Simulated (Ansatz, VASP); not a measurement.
**KBr: VASP beside Ansatz**

File INCAR:

```
  PREC = Accurate
  ENCUT = 600
  EDIFF = 1E-6
  ISMEAR = -1
  SIGMA = 0.08
  LREAL = F
  LASPH = T
  NELM = 80
  ALGO = Normal
  ISIF = 3
  LWAVE = F
  LCHARG = F
  GGA = PE
  IBRION = 2
  NSW = 100
  EDIFFG = -0.005
```

Contents of KPOINTS:

```
regular mesh
0
Gamma
  11 11 11
```

The input POSCAR:

```
KBr
1.0
    0.0000000000      3.2195088072      3.2195088072
    3.2195088072      0.0000000000      3.2195088072
    3.2195088072      3.2195088072      0.0000000000
K Br
1 1
Direct
    0.0000000000      0.0000000000      0.0000000000
    0.2500000000      0.2500000000      0.2500000000
```

Input for Ansatz:

```yaml
crystal:
  lattice:
    - [0.0, 3.2195088072, 3.2195088072]
    - [3.2195088072, 0.0, 3.2195088072]
    - [3.2195088072, 3.2195088072, 0.0]
  atoms:
    - { symbol: K, position: [0.0, 0.0, 0.0] }
    - { symbol: Br, position: [0.25, 0.25, 0.25] }
kpoints:
  mp_grid: { grid: [11, 11, 11] }
scf:
  occupations: { method: fermi_dirac, width: 0.08 }
hamiltonian:
  xc: pbe
  pseudopotentials: { kind: paw }
output:
  forces: true
  stress: true
relax:
  f_tol: 0.005
  max_steps: 80
  cell: {}
```

Alike in both runs: task relaxation of cell and atoms; functional PBE; k mesh 11 × 11 × 11; occupations fermi-dirac, width 0.08 eV; no spin polarisation.

```csv
,VASP,Ansatz
version,VASP 6.6.1,Ansatz 0.2.0
potentials or method,"VASP PAW PBE potentials, release 64 (K_sv, Br)","PAW with Ansatz's default frozen-core files, scalar-relativistic"
plane-wave cutoff (eV),600,420
valence electrons in the cell,16,16
```

|  | VASP | Ansatz | Ansatz less VASP |
| --- | --- | --- | --- |
| relaxed volume (Å³/atom) | 51.66 | 51.26 | -0.400 |
| relaxed cell length with the largest relative difference (Å) | 5.267 | 5.253 | -0.0136 |

Noted on VASP's run: the volume moved by over 15 % at a fixed basis, so the end points are rough.
